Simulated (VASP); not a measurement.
The system is NaRh.

```
Na Rh
1.0
     1.84224   -2.60532    0.00000
     1.84224    2.60532    0.00000
     0.00000    0.00000    5.21065
Na Rh
1 1
Direct
  0.50000 0.50000 0.50000
  0.00000 0.00000 0.00000
```

| Item | Value |
| --- | --- |
| Program | VASP 6.6.1 |
| Task | relaxation of cell and atoms |
| Functional | PBE |
| Potentials or basis | VASP PAW PBE potentials, release 64 (Na_pv, Rh_pv) |
| Cutoff | 600 eV |
| k mesh | 6 × 6 × 4 |
| Occupations | gaussian, width 0.1 eV |
| Spin | no spin polarisation |

At the start: pressure -10.9 GPa; volume 25.01 Å³/atom.

Q: Where does the relaxation end?

A: Over 11 steps the energy falls by 556.4 meV/atom and the volume is 16.61 Å³/atom (-33.6 %); space group Cmmm (No. 65, to 0.1 Å) before and after.

The path:
```
step  energy change (eV)  largest force (eV/Å)  pressure (GPa)  volume (Å³)
   1              0.0000                0.0000          -10.92        50.02
   2             -0.7705                0.0000           -7.59        38.64
   3             -0.9388                0.0000           -0.68        33.84
   4             -0.9420                0.0000            1.63        32.94
   5             -0.9423                0.0000            0.76        33.24
   6             -1.0553                0.0000            2.14        32.46
   7             -1.0891                0.0000            4.34        31.77
   8             -1.1028                0.0000           -1.86        34.07
   9             -1.1124                0.0000            0.26        33.13
  10             -1.1124                0.0000            0.46        33.10
  11             -1.1128                0.0000           -0.03        33.23
```

Final structure:
```
CELL_PARAMETERS angstrom
1.41043 -2.33834 0.00000
1.41043 2.33834 0.00000
0.00000 0.00000 5.03746
ATOMIC_POSITIONS crystal
Na 0.50000 0.50000 0.50000
Rh 0.00000 0.00000 0.00000
```

Caveat: the volume moved by over 15 % at a fixed basis, so the end points are rough.
